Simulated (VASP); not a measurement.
# BN: single point with PBE

BN:

```xyz
2
Lattice="2.3148 0.0000 0.0000 0.0000 2.3148 0.0000 0.0000 0.0000 2.3148" Properties=species:S:1:pos:R:3 pbc="T T T"
B     0.0000    0.0000    0.0000
N     1.1574    1.1574    1.1574
```

- Program: VASP 6.6.1
- Task: single point
- Functional: PBE
- Potentials or basis: VASP PAW PBE potentials, release 64 (B, N)
- Cutoff: 520 eV
- k mesh: 10 × 10 × 10
- Occupations: fermi-dirac, width 0.02 eV
- Spin: no spin polarisation
- Dipole correction: no
- Further INCAR settings: ALGO = Normal; EDIFF = 1e-06; NBANDS = 11

The pressure is 2.3 GPa and the band gap on the k mesh is zero (band 4 reaches 10.00 eV, above the bottom of band 5 at 6.67 eV).

Levels at points of the mesh, in eV from the Fermi level:
```
           k point  band 1  band 2  band 3  band 4  band 5  band 6  band 7  band 8
(0.00, 0.00, 0.00)  -21.10   -2.02   -2.02   -2.02    1.67   11.16   11.16   11.16
(0.50, 0.00, 0.00)  -17.36  -12.64    0.63    0.63    4.35    7.01    7.01    7.40
(0.50, 0.50, 0.00)  -13.53   -9.39   -9.39   -3.49    1.70    8.59    8.59    9.13
(0.50, 0.50, 0.50)  -10.89   -4.82   -4.82   -4.82   -1.34   -1.34   -1.34    3.26
```

It took 6.5 s on 1 thread of Intel(R) Xeon(R) Platinum 8375C CPU @ 2.90GHz (Ice Lake), on a shared host, peak memory 0.11 GiB.
